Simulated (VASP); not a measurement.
Crystal: CuO.

```
CELL_PARAMETERS angstrom
0.00000 2.27974 2.27974
2.27974 0.00000 2.27974
2.27974 2.27974 0.00000
ATOMIC_POSITIONS crystal
Cu 0.00000 0.00000 0.00000
O 0.25000 0.25000 0.25000
```

Base run:

* Program: VASP 6.6.1
* Functional: BLYP
* Potentials or basis: VASP PAW PBE potentials, release 64 (Cu, O)
* Cutoff: 520 eV
* k mesh: 10 × 10 × 10
* Occupations: fermi-dirac, width 0.05 eV
* Spin: no spin polarisation

Its results: pressure 2.5 GPa.

Problem. The run is repeated on the same cell with these changes: potentials or basis from VASP PAW PBE potentials, release 64 (Cu, O) to VASP PAW PBE potentials, release 64 (Cu_sv_GW, O); cutoff from 520 eV to 700 eV; further incar settings from ALGO = Normal; EDIFF = 1e-06; NBANDS = 16 to ALGO = Normal; EDIFF = 1e-06; NBANDS = 20; valence electrons from 17 to 25. What comes out?

Solution. Pressure -0.3 GPa.

Caveats: the PAW data sets were made with another functional, which shifts forces and pressure a little; an odd number of electrons without spin polarisation forces a metal; a magnetic or distorted state may lie lower.
